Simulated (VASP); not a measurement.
Wanted: the native input for a VASP 6.6.1 run.

```
Task                   : relaxation of cell and atoms
Functional             : BLYP
Dispersion             : D3(BJ)
Potentials or basis    : VASP PAW PBE potentials, release 64 (Ga_d, N)
Cutoff                 : 600 eV
k mesh                 : 10 × 10 × 10
Occupations            : fermi-dirac, width 0.05 eV
Spin                   : no spin polarisation
Dipole correction      : no
Further INCAR settings : ALGO = Normal; EDIFF = 1e-07; IBRION = 2; EDIFFG = -0.01; NSW = 60; ISIF = 3
```

The structure of GaN lies in POSCAR:

```
GaN
1.0
    0.0000000000      2.2535006075      2.2535006075
    2.2535006075      0.0000000000      2.2535006075
    2.2535006075      2.2535006075      0.0000000000
Ga N
1 1
Direct
    0.0000000000      0.0000000000      0.0000000000
    0.2500000000      0.2500000000      0.2500000000
```

These files were run (other wordings do the same):

INCAR

```
SYSTEM = GaN
AGGAC = 1.0 ; AGGAX = 1.0
ALDAC = 0.0 ; ALDAX = 1.0
ALGO = Normal ; EDIFF = 1E-7
EDIFFG = -0.01 ; ENCUT = 600
GGA = B5 ; IBRION = 2
ISIF = 3 ; ISMEAR = -1
IVDW = 12 ; LASPH = .TRUE.
LCHARG = .FALSE. ; LREAL = .FALSE.
LWAVE = .FALSE. ; NELM = 60
NSW = 60 ; PREC = Accurate
SIGMA = 0.05 ; VDW_A1 = 0.4298
VDW_A2 = 4.2359 ; VDW_S6 = 1.0
VDW_S8 = 2.6996
```

KPOINTS

```
k-points
0
G
  10 10 10
  0 0 0
```

Potentials or basis: VASP PAW PBE potentials, release 64 (Ga_d, N).

The run is started by

```bash
$ cat potpaw_PBE.64/Ga_d/POTCAR potpaw_PBE.64/N/POTCAR > POTCAR
$ mpirun -np 1 vasp_std > vasp.out
```

Results of the run:

| Quantity | Value |
| --- | --- |
| Relaxed volume | 11.68 Å³/atom |
| Relaxed cell | a = 3.208 Å, b = 3.208 Å, c = 3.208 Å, α = 60.00°, β = 60.00°, γ = 60.00° |
| Space group after relaxing (to 0.05 Å) | F-43m (No. 216) |
| Energy gained by relaxing | 2.6 meV/atom |
| Ionic steps | 3 |
| Pressure after relaxing | 0.0 GPa |
| Band gap on the k mesh | 1.68 eV, direct |
| Dispersion energy per atom | -0.548 eV |

Caveat: the PAW data sets were made with another functional, which shifts forces and pressure a little.

It took 44 s on 1 thread of Intel(R) Xeon(R) 6975P-C (Granite Rapids), on a shared host, peak memory 0.18 GiB.
